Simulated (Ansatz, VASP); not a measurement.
## SnTe in VASP and in Ansatz

```
CELL_PARAMETERS angstrom
3.90470 0.00000 0.00000
0.00000 3.90470 0.00000
0.00000 0.00000 3.90470
ATOMIC_POSITIONS crystal
Te 0.50000 0.50000 0.50000
Sn 0.00000 0.00000 0.00000
```

Alike in both runs: task relaxation of cell and atoms; functional LDA; k mesh 7 × 7 × 7; occupations fermi-dirac, width 0.05 eV; no spin polarisation.

|  | VASP | Ansatz |
| --- | --- | --- |
| version | VASP 6.6.1 | Ansatz 0.2.0 |
| potentials or method | VASP PAW LDA potentials, release 64 (Te, Sn_d) | Ansatz PAW |
| plane-wave cutoff (eV) | 600 | 420 |
| valence electrons in the cell | 20 | 30 |

VASP gave:

| Property | Result |
| --- | --- |
| gap on the k mesh at the Fermi level, each at its own relaxed structure (eV) | none |
| relaxed volume (Å³/atom) | 26.55 |
| relaxed cell length with the largest relative difference (Å) | 3.759 |

Task: Which values does Ansatz return?

Result: gap on the k mesh at the Fermi level, each at its own relaxed structure (eV): none; relaxed volume (Å³/atom): 26.53; relaxed cell length with the largest relative difference (Å): 3.758.

LDA's correlation is that of Perdew and Zunger in VASP and of Perdew and Wang (1992) in Ansatz. A gap of «none» marks a metal or a gap that the smearing closes. VASP's potentials hold 20 valence electrons a cell and Ansatz's 30, so a difference there can come from the potentials and not from the codes.

Neither program's run includes spin-orbit coupling. Noted on Ansatz's run: the plane-wave basis is chosen anew once the cell has moved, so the energies of steps on either side of that aren't comparable.
